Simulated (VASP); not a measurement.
A run of VASP 6.6.1 is set up as follows.

The input INCAR:

```
SYSTEM = Au
  PREC = Accurate
  ENCUT = 520
  EDIFF = 1E-6
  ISMEAR = -1
  SIGMA = 0.05
  LREAL = .False.
  LASPH = .True.
  NELM = 100
  ALGO = Normal
  ISIF = 2
  LWAVE = .False.
  LCHARG = .True.
  GGA = PE
  LELF = .True.
  LVHAR = .True.
  NBANDS = 18
```

File KPOINTS:

```
regular mesh
0
Gamma
  16 16 9
  0 0 0
```

The input POSCAR:

```
Au
1.0
    2.9280809877      0.0000000000      0.0000000000
   -1.4640404938      2.5357925197      0.0000000000
    0.0000000000      0.0000000000      4.8506766355
Au
2
Direct
    0.3333333333      0.6666666667      0.2500000000
    0.6666666667      0.3333333333      0.7500000000
```

Potentials or basis: VASP PAW PBE potentials, release 64 (Au).

The run is started by

```bash
$ cat potpaw_PBE.64/Au/POTCAR > POTCAR
$ mpirun -np 1 vasp_std > vasp.out
```

**Question.** Predict the band gap on the k mesh.

**Answer.** Zero (bands 11 and 12 overlap by 5.59 eV).

**Question.** Predict the pressure.

**Answer.** -0.2 GPa.

Caveat: spin-orbit coupling is left out, which moves the levels of the heavy elements.
